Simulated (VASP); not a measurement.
Set up this calculation in VASP 6.6.1, as the native input.

```
Task                   : single point
Functional             : PBE
Potentials or basis    : VASP PAW PBE potentials, release 64 (Ga_d, N)
Cutoff                 : 520 eV
k mesh                 : 12 × 12 × 4
Occupations            : gaussian, width 0.01 eV
Spin                   : no spin polarisation
Dipole correction      : no
Further INCAR settings : ALGO = Normal; EDIFF = 1e-06; NBANDS = 26
```

The structure of GaN lies in POSCAR:

```
GaN
1.0
    3.2183747435      0.0000000000      0.0000000000
   -1.6091873718      2.7871942868      0.0000000000
    0.0000000000      0.0000000000      5.2429075898
Ga N
2 2
Direct
    0.3333333333      0.6666666667     -0.0008642553
    0.6666666667      0.3333333333      0.4991357447
    0.3333333333      0.6666666667      0.3758642553
    0.6666666667      0.3333333333      0.8758642553
```

One way to write it, as run:

INCAR

```
  PREC = Accurate
  ENCUT = 520
  EDIFF = 1E-6
  ISMEAR = 0
  SIGMA = 0.01
  LREAL = F
  LASPH = T
  NELM = 80
  ALGO = Normal
  ISIF = 2
  LWAVE = F
  LCHARG = F
  GGA = PE
  NBANDS = 26
```

KPOINTS

```
regular mesh
0
Gamma
  12 12 4
```

Potentials or basis: VASP PAW PBE potentials, release 64 (Ga_d, N).

The run is started by

```bash
$ cat potpaw_PBE.64/Ga_d/POTCAR potpaw_PBE.64/N/POTCAR > POTCAR
$ mpirun -np 1 vasp_std > vasp.out
```

Results of the run:

| Property | Result |
| --- | --- |
| Pressure | 0.1 GPa |
| Band gap on the k mesh | 1.72 eV |

Run time: 110 s on 1 thread of AMD EPYC 7R13, with other jobs on the host, peak memory 0.17 GiB.
